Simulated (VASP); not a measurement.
C (a cell with a defect): single point with PBEsol

C (a cell with a defect):

```
CELL_PARAMETERS angstrom
0.00000 3.55380 -3.55380
-3.55380 0.00000 -3.55380
-3.55380 3.55380 0.00000
ATOMIC_POSITIONS crystal
C 0.25000 0.75000 0.25000
C 0.75000 0.25000 0.25000
C 0.25000 0.25000 0.25000
C 0.75000 0.75000 0.75000
C 0.25000 0.75000 0.75000
C 0.75000 0.25000 0.75000
C 0.25000 0.25000 0.75000
C 0.87500 0.37500 0.37500
C 0.37500 0.37500 0.37500
C 0.84375 0.84375 0.34375
C 0.37500 0.87500 0.37500
C 0.87500 0.37500 0.87500
C 0.37500 0.37500 0.87500
C 0.87500 0.87500 0.87500
C 0.37500 0.87500 0.87500
```

This cell differs from its parent crystal: atoms taken out, atom 10 moved 0.250 of the way to it and +0.000 Å across, host rigid.

* Program: VASP 6.6.1
* Task: single point
* Functional: PBEsol
* Potentials or basis: VASP PAW PBE potentials, release 64 (C)
* Cutoff: 520 eV
* k mesh: 6 × 6 × 6
* Occupations: gaussian, width 0.05 eV
* Spin: no spin polarisation

| Quantity | Value |
| --- | --- |
| Pressure | -10.2 GPa |
| Largest force | 5.768 eV/Å |
| Band gap on the k mesh | zero (bands 30 and 31 overlap by 2.48 eV) |

Forces in eV/Å, atoms in the order of the input:
```
C    1.761 -0.360  0.360
C    0.360 -1.761  0.360
C   -0.099  0.099 -0.756
C    0.360 -0.360  1.761
C   -0.099  0.756 -0.099
C   -0.756  0.099 -0.099
C   -0.011  0.011 -0.011
C    2.211  2.480  2.211
C   -0.009  0.009 -0.204
C   -3.330  3.330 -3.330
C   -2.480 -2.211  2.211
C   -0.204  0.009 -0.009
C    0.094 -0.094  0.094
C    2.211 -2.211 -2.480
C   -0.009  0.204 -0.009
```

Stress tensor (GPa, compression positive):
```
-10.16   9.25  -9.25
  9.25 -10.16   9.25
 -9.25   9.25 -10.16
```

Levels at points of the mesh, in eV from the Fermi level:
| k point | band 26 | band 27 | band 28 | band 29 | band 30 | band 31 | band 32 | band 33 | band 34 | band 35 |
| --- | --- | --- | --- | --- | --- | --- | --- | --- | --- | --- |
| (0.00, 0.00, 0.00) | -2.62 | -1.56 | -1.56 | -1.50 | 2.19 | 2.30 | 2.30 | 3.93 | 3.93 | 4.13 |
| (0.50, 0.00, 0.00) | -3.89 | -3.37 | -2.41 | -2.23 | -2.20 | 1.61 | 1.63 | 4.95 | 5.17 | 5.42 |
| (0.50, 0.50, 0.50) | -4.06 | -4.06 | -1.83 | -1.47 | -1.47 | 0.69 | 0.69 | 5.74 | 5.74 | 5.93 |
| (0.50, 0.50, 0.00) | -4.13 | -3.75 | -3.57 | -2.58 | -1.86 | 0.01 | 1.02 | 4.14 | 4.40 | 6.82 |

It took 8.9 min on 1 thread of Intel Xeon 8259CL, on a shared host, peak memory 0.26 GiB.

Caveat: the cell differs from its parent crystal (atoms taken out, atom 10 moved 0.250 of the way to it and +0.000 Å across, host rigid); the PAW data sets were made with another functional, which shifts forces and pressure a little.
